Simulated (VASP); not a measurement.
A run of VASP 6.6.1:

INCAR

```
SYSTEM = PbO2
PREC = Accurate
ENCUT = 600
EDIFF = 1E-6
ISMEAR = -1
SIGMA = 0.1
LREAL = .False.
LASPH = .True.
NELM = 120
ALGO = Normal
ISIF = 2
LWAVE = .False.
LCHARG = .True.
GGA = PS
LELF = .True.
LVHAR = .True.
NBANDS = 20
GGA_COMPAT = .False.
```

File KPOINTS:

```
regular mesh
0
Gamma
  6 6 6
  0 0 0
```

The input POSCAR:

```
PbO2
1.0
    0.0000000000      2.5926443386      2.5926443386
    2.5926443386      0.0000000000      2.5926443386
    2.5926443386      2.5926443386      0.0000000000
Pb O
1 2
Direct
    0.0000000000      0.0000000000      0.0000000000
    0.2500000000      0.2500000000      0.2500000000
    0.7500000000      0.7500000000      0.7500000000
```

Potentials or basis: VASP PAW PBE potentials, release 64 (Pb_d, O).

The run is started by

```sh
$ cat potpaw_PBE.64/Pb_d/POTCAR potpaw_PBE.64/O/POTCAR > POTCAR
$ mpirun -np 1 vasp_std > vasp.out
```

Hardware: 1 thread of Intel(R) Xeon(R) 6975P-C (Granite Rapids) (shared host).

Task: Estimate the wall time of this run.

Result: Wall time 18 s on 1 thread of Intel(R) Xeon(R) 6975P-C (Granite Rapids), on a shared host, peak memory 0.17 GiB. Counts: scf iterations 13, k points 16.
